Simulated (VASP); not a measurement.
Mo, 1 atom in the cell. Symmetry: Im-3m, No. 229, cubic system. The conventional cell has a = 3.161 Å, b = 3.161 Å, c = 3.161 Å, α = 90.00°, β = 90.00°, γ = 90.00°. Within 3.6 Å of Mo (site symmetry m-3m) lie 14 Mo at 2.74 to 3.16 Å. 

| Quantity | Value |
| --- | --- |
| Program | VASP 6.6.1 |
| Task | single point |
| Functional | PBE |
| Potentials or basis | VASP PAW PBE potentials, release 64 (Mo_sv) |
| Cutoff | 520 eV |
| k mesh | 18 × 18 × 18 |
| Occupations | gaussian, width 0.1 eV |
| Spin | no spin polarisation |
| Dipole correction | no |
| Further INCAR settings | ALGO = Normal; EDIFF = 1e-07; NBANDS = 13 |

Potentials or basis: VASP PAW PBE potentials, release 64 (Mo_sv).

The run is started by

```console
$ cat potpaw_PBE.64/Mo_sv/POTCAR > POTCAR
$ mpirun -np 1 vasp_std > vasp.out
```

Hardware: 1 thread of Intel Xeon 6975P-C, on a shared host.

Problem. How long does it take, and how much memory?

Solution. Run time: 18 s on 1 thread of Intel Xeon 6975P-C (shared host), peak memory 0.15 GiB. Counts: scf iterations 13, k points 195.
